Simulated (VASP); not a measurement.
Rb3Pt: single point with LDA

Rb3Pt:

```
CELL_PARAMETERS angstrom
5.49880 0.00000 0.00000
0.00000 5.49880 0.00000
0.00000 0.00000 5.49880
ATOMIC_POSITIONS crystal
Rb 0.00000 0.00000 0.50000
Rb 0.00000 0.50000 0.00000
Rb 0.50000 0.00000 0.00000
Pt 0.50000 0.50000 0.50000
```

```
Program             : VASP 6.6.1
Task                : single point
Functional          : LDA
Potentials or basis : VASP PAW LDA potentials, release 64 (Rb_sv, Pt)
Cutoff              : 500 eV
k mesh              : 4 × 4 × 4
Occupations         : fermi-dirac, width 0.1 eV
Spin                : no spin polarisation
```

| Property | Result |
| --- | --- |
| Pressure | -2.1 GPa |
| Band gap on the k mesh | zero (an odd number of electrons rules out a gap without spin polarisation) |

Levels at points of the mesh, in eV from the Fermi level:
| k point | band 15 | band 16 | band 17 | band 18 | band 19 | band 20 | band 21 | band 22 |
| --- | --- | --- | --- | --- | --- | --- | --- | --- |
| (0.00, 0.00, 0.00) | -1.24 | -1.06 | -1.06 | -1.06 | -0.41 | 2.77 | 2.77 | 2.92 |
| (0.50, 0.00, 0.00) | -1.02 | -0.94 | -0.94 | -0.86 | -0.72 | 1.15 | 2.25 | 2.25 |
| (0.50, 0.50, 0.00) | -0.96 | -0.94 | -0.94 | -0.81 | 0.52 | 0.52 | 1.18 | 2.07 |
| (0.50, 0.50, 0.50) | -1.21 | -1.21 | -0.85 | -0.85 | 1.64 | 1.64 | 1.64 | 2.10 |

It took 38 s on 1 thread of AMD EPYC 7R13 Processor (Zen 3) (shared host), peak memory 0.18 GiB.

Caveat: spin-orbit coupling is left out, which moves the levels of the heavy elements.
